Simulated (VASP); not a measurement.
A run of VASP 6.6.1 is set up as follows.

INCAR

```
ALGO = Normal ; EDIFF = 1E-6
ENCUT = 520 ; GGA = PE
ISIF = 2 ; ISMEAR = 0
LASPH = T ; LCHARG = F
LREAL = F ; LWAVE = F
NBANDS = 18 ; NELM = 100
PREC = Accurate ; SIGMA = 0.05
```

KPOINTS

```
k-points
0
Gamma
  9 9 6
```

POSCAR

```
LiF
1.0
    3.0932795901      0.0000000000      0.0000000000
   -1.5466397950      2.6788587060      0.0000000000
    0.0000000000      0.0000000000      5.0058543606
Li F
2 2
Direct
    0.3333333333      0.6666666667      0.3912714954
    0.6666666667      0.3333333333      0.8912714954
    0.3333333333      0.6666666667      0.9939266766
    0.6666666667      0.3333333333      0.4939266766
```

Potentials or basis: VASP PAW PBE potentials, release 64 (Li_sv, F).

Command:

```bash
$ cat potpaw_PBE.64/Li_sv/POTCAR potpaw_PBE.64/F/POTCAR > POTCAR
$ mpirun -np 1 vasp_std > vasp.out
```

Problem. What does it give for the largest force?

Solution. 0.191 eV/Å.

Problem. Predict the band gap on the k mesh.

Solution. 7.56 eV.

Forces on the atoms (eV/Å):
```
Li   0.000  0.000 -0.191
Li   0.000  0.000 -0.191
F    0.000  0.000  0.191
F    0.000  0.000  0.191
```

 A k mesh can miss the band edges.
